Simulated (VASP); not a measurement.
# Bi (R-3m) in VASP: single point with LDA

Aim: the single point of Bi with LDA.

Everything below comes from runs of VASP 6.6.1. Logs are shortened: lines on timing, memory, paths and dates and some standing lists are left out, and cuts for length are marked.

## Step 1: The cell of the first run

The structure is trigonal, space group R-3m (No. 166). The conventional cell has a = 4.490 Å, b = 4.490 Å, c = 11.517 Å, α = 90.00°, β = 90.00°, γ = 120.00°. Within 4.0 Å of Bi (site symmetry 3m) lie 6 Bi at 3.06 to 3.41 Å.

## Step 2: Single point, LDA

INCAR reads:

```
SYSTEM = Bi
  ALGO = Normal
  EDIFF = 1E-6
  ENCUT = 520
  ISIF = 2
  ISMEAR = -1
  LASPH = .True.
  LCHARG = .False.
  LREAL = .False.
  LWAVE = .False.
  NBANDS = 22
  NELM = 80
  PREC = Accurate
  SIGMA = 0.1
```

KPOINTS reads:

```
k-points
0
Gamma
  14 14 14
  0 0 0
```

POSCAR reads:

```
Bi
1.0
    2.2451514790      1.2962388107      3.8388383049
   -2.2451514790      1.2962388107      3.8388383049
    0.0000000000     -2.5924776215      3.8388383049
Bi
2
Direct
    0.2371145474      0.2371145474      0.2371145474
    0.7628854526      0.7628854526      0.7628854526
```

Potentials or basis: VASP PAW LDA potentials, release 64 (Bi_d).

Command:

```console
cat potpaw_LDA.64/Bi_d/POTCAR > POTCAR
mpirun -np 1 vasp_std > vasp.out
```

OUTCAR:

```text
SYSTEM = Bi
   EDIFF = 1E-6
   ENCUT = 520
   ISIF = 2
   ISMEAR = -1
   LASPH = .True.
   LREAL = .False.
   NELM = 80
   PREC = Accurate

 ion  position               nearest neighbor table
   1  0.237  0.237  0.237-   2 3.06   2 3.06   2 3.06   2 3.41   2 3.41   2 3.41
   2  0.763  0.763  0.763-   1 3.06   1 3.06   1 3.06   1 3.41   1 3.41   1 3.41

  LATTYP: Found a trigonal (rhomboedric) cell.
 ALAT       =     4.6322370135
 COS(alpha) =     0.5301710793

  Lattice vectors:

 A1 = (   2.2451514790,   1.2962388107,   3.8388383049)
 A2 = (  -2.2451514790,   1.2962388107,   3.8388383049)
 A3 = (   0.0000000000,  -2.5924776215,   3.8388383049)

Analysis of symmetry for initial positions (statically):
=====================================================================
 Subroutine PRICEL returns:
 Original cell was already a primitive cell.

 Routine SETGRP: Setting up the symmetry group for a
 trigonal (rhombohedral) supercell.

 Subroutine GETGRP returns: Found 12 space group operations
 (whereof 12 operations were pure point group operations)
 out of a pool of 12 trial point group operations.

The static configuration has the point symmetry D_3d.

Analysis of symmetry for dynamics (positions and initial velocities):
=====================================================================
 Subroutine PRICEL returns:
 Original cell was already a primitive cell.

 Routine SETGRP: Setting up the symmetry group for a
 trigonal (rhombohedral) supercell.

 Subroutine GETGRP returns: Found 12 space group operations
 (whereof 12 operations were pure point group operations)
 out of a pool of 12 trial point group operations.

The dynamic configuration has the point symmetry D_3d.

 Subroutine INISYM returns: Found 12 space group operations
 (whereof 12 operations are pure point group operations),
 and found     1 'primitive' translations

----------------------------------------------------------------------------------------

                                     Primitive cell

  volume of cell :      67.0319

  direct lattice vectors                    reciprocal lattice vectors
     2.245151479  1.296238811  3.838838305     0.222702123  0.128577130  0.086831824
    -2.245151479  1.296238811  3.838838305    -0.222702123  0.128577130  0.086831824
     0.000000000 -2.592477622  3.838838305     0.000000000 -0.257154261  0.086831824

  length of vectors
[... 78 lines left out ...]
   LSORBIT =      F    spin-orbit coupling
   LASPH  =      T    aspherical Exc in radial PAW
   ENCUT  =  520.0 eV  38.22 Ry    6.18 a.u.   8.61  8.61  8.61*2*pi/ulx,y,z
   NELM   =     80;   NELMIN=  2; NELMDL= -5     # of ELM steps
   EDIFF  = 0.1E-05   stopping-criterion for ELM
   LREAL  =      F    real-space projection
   EDIFFG = 0.1E-04   stopping-criterion for IOM
   NSW    =      0    number of steps for IOM
   IBRION =     -1    ionic relax: 0-MD 1-quasi-New 2-CG
   NFREE  =      0    steps in history (QN), initial steepest desc. (CG)
   ISIF   =      2    stress and relaxation
   ISYM   =      2    0-nonsym 1-usesym 2-fastsym
   POTIM  = 0.5000    time-step for ionic-motion
   TEBEG  =    0.0;   TEEND  =   0.0 temperature during run
   PSTRESS=    0.0 pullay stress
   NELECT =      30.0000    total number of electrons
   NUPDOWN=      -1.0000    fix difference up-down
   EMIN   =  10.00;   EMAX   =-10.00  energy-range for DOS
   EFERMI =   0.00;   METHOD = LEGACY
   ISMEAR =    -1;   SIGMA  =   0.10  broadening in eV -4-tet -1-fermi 0-gaus
   EFERMI_NEDOS =   21; number of points for ismear=-14 and -15
   IALGO  =     38    algorithm
   IMIX   =      4    mixing-type and parameters
     AMIX     =   0.40;   BMIX     =  1.00
     AMIX_MAG =   1.60;   BMIX_MAG =  1.00
  volume/ion in A,a.u.               =      33.52       226.18
  Fermi-wavevector in a.u.,A,eV,Ry     =   1.252241  2.366393 21.335406  1.568108
  Thomas-Fermi vector in A             =   2.386151
   LORBIT       =      0    0 simple, 1 ext, 2 COOP (PROOUT), +10 PAW based schemes
   GGA     = CA    functional components
   LHFCALC =     F    Hartree Fock is set to
   AEXX    =    0.0000 exact exchange contribution
   IVDW    =     0    specifies the selected vdW correction
   LEPSILON=     F    determine dielectric tensor
   LRPA    =     F    only Hartree local field effects (RPA)
 non-spin polarized calculation
  energy-cutoff  :      520.00
  volume of cell :       67.03
 maximum number of plane-waves:      1827
   NGX = 17   NGY = 17   NGZ = 17

 number of electron      30.0000008 magnetization

 Free energy of the ion-electron system (eV)
  ---------------------------------------------------
  ext. energy  EPLUGINS =         0.00000000
  ---------------------------------------------------
  free energy    TOTEN  =        -9.12785961 eV

  energy without entropy =       -9.11479669  energy(sigma->0) =       -9.12132815

 E-fermi :   6.6938     XC(G=0): -10.0320

 val. band max:        6.6854235924   @ k =   0.4286   0.0000   0.0000
 cond. band min:       6.7362473141   @ k =  -0.4286   0.5000   0.4286
 fundamental gap:      0.0508237216
 Fermi energy:         6.6937572078

 k-point     1 :       0.0000    0.0000    0.0000
  band No.  band energies     occupation
      1     -16.3015      2.00000
      2     -16.3015      2.00000
      3     -16.1293      2.00000
      4     -16.1293      2.00000
      5     -16.1180      2.00000
      6     -15.9191      2.00000
[... 589 lines left out ...]
     21      14.1352      0.00000
     22      15.3111      0.00000

 [... further k-points ...]

------------------------ aborting loop because EDIFF is reached ----------------------------------------

  FORCE on cell =-STRESS in cart. coord.  units (eV):
  Direction    XX          YY          ZZ          XY          YZ          ZX
  --------------------------------------------------------------------------------------
  -------------------------------------------------------------------------------------
  Total        0.0618463      0.0618463      0.0314275     -0.0000000     -0.0000000      0.0000000
  in kB        1.4782318      1.4782318      0.7511707     -0.0000000     -0.0000000      0.0000000
  external PRESSURE =       1.2358781 kB  Pullay stress =       0.0000000 kB

 VOLUME and BASIS-vectors are now :
 -----------------------------------------------------------------------------
  energy-cutoff  :      520.00
  volume of cell :       67.03
      direct lattice vectors                 reciprocal lattice vectors
     2.245151479  1.296238811  3.838838305     0.222702123  0.128577130  0.086831824
    -2.245151479  1.296238811  3.838838305    -0.222702123  0.128577130  0.086831824
     0.000000000 -2.592477622  3.838838305     0.000000000 -0.257154261  0.086831824

 POSITION                                       TOTAL-FORCE (eV/Angst)
 -----------------------------------------------------------------------------------
      0.00000     -0.00000      2.73073         0.000000     -0.000000      0.041574
      0.00000     -0.00000      8.78578         0.000000      0.000000     -0.041574
 -----------------------------------------------------------------------------------
    total drift:                               -0.000000      0.000000     -0.000000

  FREE ENERGIE OF THE ION-ELECTRON SYSTEM (eV)
  ---------------------------------------------------
  free  energy   TOTEN  =        -9.1278596071 eV

  energy  without entropy=       -9.1147966869  energy(sigma->0) =       -9.12132815
```

It took 4.7 min on 1 thread of Intel Xeon Platinum 8259CL at 2.50GHz (Skylake/Cascade Lake), shared host; peak memory 0.42 GiB.

What came out:

- Free energy: -9.1279 eV
- Pressure: 0.1 GPa
- Largest force: 0.042 eV/Å
- Band gap on the k mesh: zero (bands 15 and 16 overlap by 0.23 eV)

Forces in eV/Å, atoms in the order of the input:
```
Bi   0.000  0.000  0.042
Bi   0.000  0.000 -0.042
```

Caveat: spin-orbit coupling is left out, which moves the levels of the heavy elements.

The gap in the log of VASP goes by the Fermi energy; the results here count the filled bands.